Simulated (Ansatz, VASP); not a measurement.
## SnO2 in VASP and in Ansatz

The input INCAR:

```
SYSTEM = SnO2
PREC = Accurate
ENCUT = 520
EDIFF = 1E-7
ISMEAR = 0
SIGMA = 0.05
LREAL = .FALSE.
LASPH = .TRUE.
NELM = 60
ALGO = Normal
ISIF = 2
LWAVE = .FALSE.
LCHARG = .FALSE.
GGA = PE
NBANDS = 35
```

File KPOINTS:

```
Automatic mesh
0
G
  6 6 8
  0 0 0
```

File POSCAR:

```
SnO2
1.0
    4.9239654896     -0.0347625180     -0.0842565201
   -0.0347625180      4.7813412939     -0.1234993782
   -0.0565117067     -0.0828322915      3.2700265711
Sn O
2 4
Direct
    0.0076830809      0.0168612823      0.0056426586
    0.5000331334      0.5105579917      0.5034610990
    0.3245478624      0.2798225462     -0.0116093884
    0.1763751458      0.8094190694      0.5131774780
    0.6909837710      0.6742914105     -0.0006569141
    0.8003770065      0.2090476999      0.4899850670
```

Input for Ansatz:

```yaml
crystal:
  lattice:
    - [4.9239654896, -0.034762518, -0.0842565201]
    - [-0.034762518, 4.7813412939, -0.1234993782]
    - [-0.0565117067, -0.0828322915, 3.2700265711]
  atoms:
    - { symbol: Sn, position: [0.0076830809, 0.0168612823, 0.0056426586] }
    - { symbol: Sn, position: [0.5000331334, 0.5105579917, 0.503461099] }
    - { symbol: O, position: [0.3245478624, 0.2798225462, -0.0116093884] }
    - { symbol: O, position: [0.1763751458, 0.8094190694, 0.513177478] }
    - { symbol: O, position: [0.690983771, 0.6742914105, -0.0006569141] }
    - { symbol: O, position: [0.8003770065, 0.2090476999, 0.489985067] }
basis:
  ecutwfc: 420
  ecutrho_ratio: 9
kpoints:
  mp_grid: { grid: [6, 6, 8] }
hamiltonian:
  xc: pbe
scf:
  occupations: { method: gaussian, width: 0.05 }
output:
  forces: true
  eigenvalues: true
  stress: true
```

Alike in both runs: task single point; functional PBE; k mesh 6 × 6 × 8; occupations gaussian, width 0.05 eV; no spin polarisation.

```csv
,VASP,Ansatz
version,VASP 6.6.1,Ansatz 0.2.0
potentials or method,"VASP PAW PBE potentials, release 64 (Sn_d, O), cutoff 520 eV","scalar-relativistic, plane waves, PAW"
valence electrons in the cell,52,52
```

```csv
,VASP,Ansatz,Ansatz less VASP
gap on the k mesh at the Fermi level (eV),0.55,0.57,+0.014
pressure (GPa),-0.6,-1.2,-0.52
"traceless stress, the component that is largest in VASP (GPa)",5.26,5.19,-0.077
rms of the force components (eV/Å),0.864,0.844,-0.0201
```

Atom by atom the forces differ by 0.023 eV/Å (rms over components).
